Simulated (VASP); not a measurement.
Here is a VASP 6.6.1 calculation.

File POSCAR:

```
Si
1.0
    0.0000000000      2.7221053415      2.7221053415
    2.7221053415      0.0000000000      2.7221053415
    2.7221053415      2.7221053415      0.0000000000
Si
2
Direct
    0.5000000000      0.5000000000      0.5000000000
    0.7500000000      0.7500000000      0.7500000000
```

INCAR.step1

```
SYSTEM = Si
ALGO = Normal
EDIFF = 1E-4
ENCUT = 520
GGA = PE
ISMEAR = 0
LASPH = .TRUE.
LCHARG = .FALSE.
LREAL = .FALSE.
LWAVE = .TRUE.
NBANDS = 11
NELM = 80
PREC = Accurate
SIGMA = 0.05
```

INCAR.step2

```
SYSTEM = Si
ALGO = Normal
EDIFF = 1E-7
ENCUT = 520
ISIF = 2
ISMEAR = 0
ISTART = 1
LASPH = .TRUE.
LCHARG = .TRUE.
LELF = .TRUE.
LMIXTAU = .TRUE.
LREAL = .FALSE.
LVHAR = .TRUE.
LWAVE = .FALSE.
METAGGA = R2SCAN
NBANDS = 11
NELM = 80
PREC = Accurate
SIGMA = 0.05
```

File KPOINTS:

```
k-points
0
G
  8 8 8
  0 0 0
```

Potentials or basis: VASP PAW PBE potentials, release 64 (Si).

Command:

```console
$ cat potpaw_PBE.64/Si/POTCAR > POTCAR
$ cp INCAR.step1 INCAR
$ mpirun -np 1 vasp_std > vasp.out
$ cp INCAR.step2 INCAR
$ mpirun -np 1 vasp_std > vasp.out
```

Question: Estimate the band gap on the k mesh.

Answer: 0.83 eV, indirect (least direct gap 2.75 eV).

Question: Predict the pressure.

Answer: -0.2 GPa.

Caveat: the PAW data sets were made with another functional, which shifts forces and pressure a little. A k mesh can miss the band edges.
